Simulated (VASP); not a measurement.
## Be: relaxation of cell and atoms with revPBE

Be:

```
CELL_PARAMETERS angstrom
3.57902 0.00000 0.00000
-1.78951 3.09953 0.00000
0.00000 0.00000 2.19394
ATOMIC_POSITIONS crystal
Be 0.00000 0.00000 0.00000
Be 0.33333 0.66667 0.50000
Be 0.66667 0.33333 0.50000
```

This isn't the form of Be at room conditions, which is hcp.

```yaml
Program: VASP 6.6.1
Task: relaxation of cell and atoms
Functional: revPBE
Potentials_or_basis: VASP PAW PBE potentials, release 64 (Be)
Cutoff: 600 eV
k_mesh: 10 × 10 × 14
Occupations: fermi-dirac, width 0.1 eV
Spin: no spin polarisation
Dipole_correction: no
Further_INCAR_settings: ALGO = Normal; EDIFF = 1e-07; IBRION = 2; EDIFFG = -0.01; NSW = 80; ISIF = 3
```

| Item | Value |
| --- | --- |
| Relaxed volume | 8.26 Å³/atom |
| Relaxed cell | a = 3.595 Å, b = 3.595 Å, c = 2.213 Å, α = 90.00°, β = 90.00°, γ = 120.00° |
| Space group after relaxing (to 0.1 Å) | P6/mmm (No. 191) |
| Energy gained by relaxing | 0.9 meV/atom |
| Ionic steps | 5 |
| Pressure after relaxing | 0.0 GPa |
| Band gap on the k mesh | zero (bands 3 and 4 overlap by 4.67 eV) |

The path:
| step | energy change (eV) | largest force (eV/Å) | pressure (GPa) | volume (Å³) |
| --- | --- | --- | --- | --- |
| 1 | 0.0000 | 0.0000 | 1.94 | 24.34 |
| 2 | -0.0026 | 0.0000 | 0.35 | 24.69 |
| 3 | -0.0027 | 0.0000 | -0.07 | 24.78 |
| 4 | -0.0027 | 0.0000 | -0.03 | 24.77 |
| 5 | -0.0028 | 0.0000 | 0.01 | 24.77 |

Final structure:
```yaml
crystal:
  lattice:
    - [3.59545, 0.00000, 0.00000]
    - [-1.79773, 3.11376, 0.00000]
    - [0.00000, 0.00000, 2.21261]
  atoms:
    - { symbol: Be, position: [0.00000, 0.00000, 0.00000] }
    - { symbol: Be, position: [0.33333, 0.66667, 0.50000] }
    - { symbol: Be, position: [0.66667, 0.33333, 0.50000] }
```

Levels at points of the mesh, in eV from the Fermi level:
| k point | band 1 | band 2 | band 3 | band 4 | band 5 | band 6 | band 7 |
| --- | --- | --- | --- | --- | --- | --- | --- |
| (0.00, 0.00, 0.00) | -11.73 | -1.14 | -1.14 | -0.92 | -0.92 | 5.30 | 5.52 |
| (0.50, 0.00, 0.00) | -8.88 | -8.81 | -4.78 | 0.51 | 9.61 | 10.04 | 11.14 |
| (0.00, 0.00, 0.50) | -6.36 | -5.59 | 3.75 | 3.75 | 4.36 | 5.89 | 5.89 |
| (0.50, 0.00, 0.50) | -4.34 | -4.24 | -1.76 | -0.61 | 1.37 | 3.79 | 5.57 |

It took 55 s on 1 thread of Intel Xeon 8259CL, on a shared host, peak memory 0.15 GiB.

Caveat: the PAW data sets were made with another functional, which shifts forces and pressure a little.
